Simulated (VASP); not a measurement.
# BaS (P6_3/mmc) in VASP: single point with PBE

Aim: the single point of BaS with PBE.

Program: VASP 6.6.1. These are calculated values, not measurements. Logs are shortened: lines on timing, memory, paths and dates and some standing lists are left out, and cuts for length are marked.

## 1. The cell of the first run

Symmetry: P6_3/mmc, No. 194, hexagonal system. The conventional cell has a = 5.382 Å, b = 5.382 Å, c = 6.383 Å, α = 90.00°, β = 90.00°, γ = 120.00°. Within 4.1 Å of Ba (site symmetry -6m2) lie 5 S at 3.11 to 3.19 Å. S (site symmetry -6m2) has 5 Ba at 3.11 to 3.19 Å within 4.1 Å.

## 2. Single point, PBE

The input, INCAR:

```
PREC = Accurate ; ENCUT = 520
EDIFF = 1E-6 ; ISMEAR = 0
SIGMA = 0.01 ; LREAL = False
LASPH = True ; NELM = 80
ALGO = Normal ; ISIF = 2
LWAVE = False ; LCHARG = False
GGA = PE ; NBANDS = 24
```

The input, KPOINTS:

```
regular mesh
0
Gamma
  6 6 2
```

The input, POSCAR:

```
BaS
1.0
    5.3818559345      0.0000000000      0.0000000000
   -2.6909279672      4.6608239588      0.0000000000
    0.0000000000      0.0000000000      6.3833231674
Ba S
2 2
Direct
    0.3333333333      0.6666666667     -0.0625000000
    0.6666666667      0.3333333333      0.4375000000
    0.3333333333      0.6666666667      0.4375000000
    0.6666666667      0.3333333333      0.9375000000
```

Potentials or basis: VASP PAW PBE potentials, release 64 (Ba_sv, S).

The run is started by

```sh
$ cat potpaw_PBE.64/Ba_sv/POTCAR potpaw_PBE.64/S/POTCAR > POTCAR
$ mpirun -np 1 vasp_std > vasp.out
```

OUTCAR:

```text
PREC = Accurate
   ENCUT = 520
   EDIFF = 1E-6
   ISMEAR = 0
   LREAL = False
   LASPH = True
   NELM = 80
   ISIF = 2
   GGA = PE

 ion  position               nearest neighbor table
   1  0.333  0.667  0.938-   4 3.11   4 3.11   4 3.11   3 3.19   3 3.19   2 4.45   2 4.45   2 4.45
                             2 4.45   2 4.45   2 4.45
   2  0.667  0.333  0.438-   3 3.11   3 3.11   3 3.11   4 3.19   4 3.19   1 4.45   1 4.45   1 4.45
                             1 4.45   1 4.45   1 4.45
   3  0.333  0.667  0.438-   2 3.11   2 3.11   2 3.11   1 3.19   1 3.19
   4  0.667  0.333  0.938-   1 3.11   1 3.11   1 3.11   2 3.19   2 3.19

  LATTYP: Found a hexagonal cell.
 ALAT       =     5.3818559345
 C/A-ratio  =     1.1860821332

  Lattice vectors:

 A1 = (   5.3818559345,   0.0000000000,   0.0000000000)
 A2 = (  -2.6909279672,   4.6608239588,   0.0000000000)
 A3 = (   0.0000000000,   0.0000000000,   6.3833231674)

Analysis of symmetry for initial positions (statically):
=====================================================================
 Subroutine PRICEL returns:
 Original cell was already a primitive cell.

 Routine SETGRP: Setting up the symmetry group for a
 hexagonal supercell.

 Subroutine GETGRP returns: Found 24 space group operations
 (whereof  6 operations were pure point group operations)
 out of a pool of 24 trial point group operations.

The static configuration has the point symmetry C_3v.
 The point group associated with its full space group is D_6h.

Analysis of symmetry for dynamics (positions and initial velocities):
=====================================================================
 Subroutine PRICEL returns:
 Original cell was already a primitive cell.

 Routine SETGRP: Setting up the symmetry group for a
 hexagonal supercell.

 Subroutine GETGRP returns: Found 24 space group operations
 (whereof  6 operations were pure point group operations)
 out of a pool of 24 trial point group operations.

The dynamic configuration has the point symmetry C_3v.
 The point group associated with its full space group is D_6h.

 Subroutine INISYM returns: Found 24 space group operations
 (whereof  6 operations are pure point group operations),
 and found     1 'primitive' translations

----------------------------------------------------------------------------------------

                                     Primitive cell

  volume of cell :     160.1185

  direct lattice vectors                    reciprocal lattice vectors
     5.381855934  0.000000000  0.000000000     0.185809507  0.107277169  0.000000000
    -2.690927967  4.660823959  0.000000000     0.000000000  0.214554338  0.000000000
     0.000000000  0.000000000  6.383323167     0.000000000  0.000000000  0.156658213

  length of vectors
     5.381855934  5.381855934  6.383323167     0.214554338  0.214554338  0.156658213

  position of ions in fractional coordinates (direct lattice)
     0.333333333  0.666666667  0.937500000
     0.666666667  0.333333333  0.437500000
     0.333333333  0.666666667  0.437500000
     0.666666667  0.333333333  0.937500000

  ion indices of the primitive-cell ions
   primitive index   ion index
                 1           1
                 2           2
                 3           3
                 4           4

----------------------------------------------------------------------------------------

 KPOINTS: regular mesh

Automatic generation of k-mesh.
 Grid dimensions read from file:
 generate k-points for:    6    6    2

 Generating k-lattice:

  Cartesian coordinates                     Fractional coordinates (reciprocal lattice)
     0.030968251  0.017879528  0.000000000     0.166666667  0.000000000  0.000000000
     0.000000000  0.035759056  0.000000000     0.000000000  0.166666667  0.000000000
     0.000000000  0.000000000  0.078329106     0.000000000  0.000000000  0.500000000

  Length of vectors
     0.035759056  0.035759056  0.078329106

  Shift w.r.t. Gamma in fractional coordinates (k-lattice)
     0.000000000  0.000000000  0.000000000

 Subroutine IBZKPT returns following result:
 ===========================================

 Found     14 irreducible k-points:

 Following reciprocal coordinates:
            Coordinates               Weight
  0.000000  0.000000  0.000000      1.000000
  0.166667  0.000000  0.000000      6.000000
  0.333333  0.000000  0.000000      6.000000
  0.500000  0.000000  0.000000      3.000000
  0.166667  0.166667  0.000000      6.000000
  0.333333  0.166667  0.000000     12.000000
  0.333333  0.333333  0.000000      2.000000
  0.000000  0.000000  0.500000      1.000000
  0.166667  0.000000  0.500000      6.000000
  0.333333  0.000000  0.500000      6.000000
  0.500000  0.000000  0.500000      3.000000
  0.166667  0.166667  0.500000      6.000000
  0.333333  0.166667  0.500000     12.000000
  0.333333  0.333333  0.500000      2.000000
   k-points           NKPTS =     14   k-points in BZ     NKDIM =     14   number of bands    NBANDS=     24
   number of dos      NEDOS =    301   number of ions     NIONS =      4
   total plane-waves  NPLWV =  76800
   dimension x,y,z NGX =    40 NGY =   40 NGZ =   48
   dimension x,y,z NGXF=    80 NGYF=   80 NGZF=   96
   ions per type =               2   2
   NGX,Y,Z   is equivalent  to a cutoff of  12.36, 12.36, 12.50 a.u.
   NGXF,Y,Z  is equivalent  to a cutoff of  24.71, 24.71, 25.00 a.u.
 SYSTEM =  unknown system
   PREC   = accura    normal or accurate (medium, high low for compatibility)
   ISTART =      0    job   : 0-new  1-cont  2-samecut
   ICHARG =      2    charge: 1-file 2-atom 10-const
   ISPIN  =      1    spin polarized calculation?
   LNONCOLLINEAR =      F non collinear calculations
   LSORBIT =      F    spin-orbit coupling
   LASPH  =      T    aspherical Exc in radial PAW
   ENCUT  =  520.0 eV  38.22 Ry    6.18 a.u.  10.01 10.01 11.87*2*pi/ulx,y,z
   NELM   =     80;   NELMIN=  2; NELMDL= -5     # of ELM steps
   EDIFF  = 0.1E-05   stopping-criterion for ELM
   LREAL  =      F    real-space projection
   EDIFFG = 0.1E-04   stopping-criterion for IOM
   NSW    =      0    number of steps for IOM
   IBRION =     -1    ionic relax: 0-MD 1-quasi-New 2-CG
   NFREE  =      0    steps in history (QN), initial steepest desc. (CG)
   ISIF   =      2    stress and relaxation
   ISYM   =      2    0-nonsym 1-usesym 2-fastsym
   POTIM  = 0.5000    time-step for ionic-motion
   TEBEG  =    0.0;   TEEND  =   0.0 temperature during run
   PSTRESS=    0.0 pullay stress
   NELECT =      32.0000    total number of electrons
   NUPDOWN=      -1.0000    fix difference up-down
   EMIN   =  10.00;   EMAX   =-10.00  energy-range for DOS
   EFERMI =   0.00;   METHOD = LEGACY
   ISMEAR =     0;   SIGMA  =   0.01  broadening in eV -4-tet -1-fermi 0-gaus
   EFERMI_NEDOS =   21; number of points for ismear=-14 and -15
   IALGO  =     38    algorithm
   IMIX   =      4    mixing-type and parameters
     AMIX     =   0.40;   BMIX     =  1.00
     AMIX_MAG =   1.60;   BMIX_MAG =  1.00
  volume/ion in A,a.u.               =      40.03       270.13
  Fermi-wavevector in a.u.,A,eV,Ry     =   0.957145  1.808741 12.464652  0.916126
  Thomas-Fermi vector in A             =   2.086136
   LORBIT       =      0    0 simple, 1 ext, 2 COOP (PROOUT), +10 PAW based schemes
   GGA     = PE    functional components
   LHFCALC =     F    Hartree Fock is set to
   AEXX    =    0.0000 exact exchange contribution
   IVDW    =     0    specifies the selected vdW correction
   LEPSILON=     F    determine dielectric tensor
   LRPA    =     F    only Hartree local field effects (RPA)
 non-spin polarized calculation
 Gauss-broadening in eV      SIGMA  =   0.01
  energy-cutoff  :      520.00
  volume of cell :      160.12
 maximum number of plane-waves:      4336
   NGX = 21   NGY = 21   NGZ = 23

 number of electron      31.9999998 magnetization

 Free energy of the ion-electron system (eV)
  ---------------------------------------------------
  ext. energy  EPLUGINS =         0.00000000
  ---------------------------------------------------
  free energy    TOTEN  =       -19.89949874 eV

  energy without entropy =      -19.89949874  energy(sigma->0) =      -19.89949874

 E-fermi :   0.5536     XC(G=0):  -7.5262

 val. band max:        0.4769187395   @ k =   0.0000   0.0000   0.0000
 cond. band min:       2.9299495120   @ k =   0.3333   0.3333   0.0000
 fundamental gap:      2.4530307724
 Fermi energy:         0.5536173253

 k-point     1 :       0.0000    0.0000    0.0000
  band No.  band energies     occupation
      1     -25.8155      2.00000
      2     -25.7643      2.00000
      3     -11.2846      2.00000
      4     -11.1271      2.00000
      5     -11.1271      2.00000
      6     -10.9722      2.00000
[... 16 lines left out ...]
     23       6.3320      0.00000
     24       6.9799      0.00000

 k-point     2 :       0.1667    0.0000    0.0000
  band No.  band energies     occupation
      1     -25.8115      2.00000
      2     -25.7663      2.00000
      3     -11.2589      2.00000
      4     -11.2588      2.00000
      5     -11.1423      2.00000
      6     -11.1363      2.00000
[... 16 lines left out ...]
     23       6.3830      0.00000
     24       6.5992      0.00000

 k-point     3 :       0.3333    0.0000    0.0000
  band No.  band energies     occupation
      1     -25.8017      2.00000
      2     -25.7721      2.00000
      3     -11.4652      2.00000
      4     -11.3752      2.00000
      5     -11.1929      2.00000
      6     -11.1704      2.00000
[... 16 lines left out ...]
     23       6.2464      0.00000
     24       6.2804      0.00000
[... 244 lines left out ...]
 k-point    13 :       0.3333    0.1667    0.5000
  band No.  band energies     occupation
      1     -25.7854      2.00000
      2     -25.7854      2.00000
      3     -11.7810      2.00000
      4     -11.7810      2.00000
      5     -11.0948      2.00000
      6     -11.0948      2.00000
[... 16 lines left out ...]
     23       6.5399      0.00000
     24       6.5399      0.00000

 k-point    14 :       0.3333    0.3333    0.5000
  band No.  band energies     occupation
      1     -25.7849      2.00000
      2     -25.7849      2.00000
      3     -11.8119      2.00000
      4     -11.8119      2.00000
      5     -11.1135      2.00000
      6     -11.1135      2.00000
[... 16 lines left out ...]
     23       6.5745      0.00000
     24       6.5745      0.00000

------------------------ aborting loop because EDIFF is reached ----------------------------------------

  FORCE on cell =-STRESS in cart. coord.  units (eV):
  Direction    XX          YY          ZZ          XY          YZ          ZX
  --------------------------------------------------------------------------------------
  -------------------------------------------------------------------------------------
  Total        0.3641467      0.3641467      1.2898540      0.0000000      0.0000000      0.0000000
  in kB        3.6437229      3.6437229     12.9065314      0.0000000      0.0000000      0.0000000
  external PRESSURE =       6.7313257 kB  Pullay stress =       0.0000000 kB

 VOLUME and BASIS-vectors are now :
 -----------------------------------------------------------------------------
  energy-cutoff  :      520.00
  volume of cell :      160.12
      direct lattice vectors                 reciprocal lattice vectors
     5.381855934  0.000000000  0.000000000     0.185809507  0.107277169  0.000000000
    -2.690927967  4.660823959  0.000000000     0.000000000  0.214554338  0.000000000
     0.000000000  0.000000000  6.383323167     0.000000000  0.000000000  0.156658213

 POSITION                                       TOTAL-FORCE (eV/Angst)
 -----------------------------------------------------------------------------------
     -0.00000      3.10722      5.98437         0.000000      0.000000      0.000000
      2.69093      1.55361      2.79270        -0.000000     -0.000000      0.000000
     -0.00000      3.10722      2.79270        -0.000000      0.000000     -0.000000
      2.69093      1.55361      5.98437         0.000000     -0.000000      0.000000
 -----------------------------------------------------------------------------------
    total drift:                               -0.000000      0.000000      0.000000

  FREE ENERGIE OF THE ION-ELECTRON SYSTEM (eV)
  ---------------------------------------------------
  free  energy   TOTEN  =       -19.8994987404 eV

  energy  without entropy=      -19.8994987404  energy(sigma->0) =      -19.89949874
```

It used 90 s of CPU time on 1 thread of AMD EPYC 7R13 Processor (Zen 3), with other jobs on the host.

What came out:

```
Free energy            : -19.8995 eV
Pressure               : 0.7 GPa
Band gap on the k mesh : 2.45 eV, indirect (least direct gap 2.60 eV)
```

Stress tensor (GPa, compression positive):
```
0.36 0.00 0.00
0.00 0.36 0.00
0.00 0.00 1.29
```

Caveat: the k points lie up to 0.49 Å⁻¹ apart; spin-orbit coupling is left out, which moves the levels of the heavy elements. A k mesh can miss the band edges.
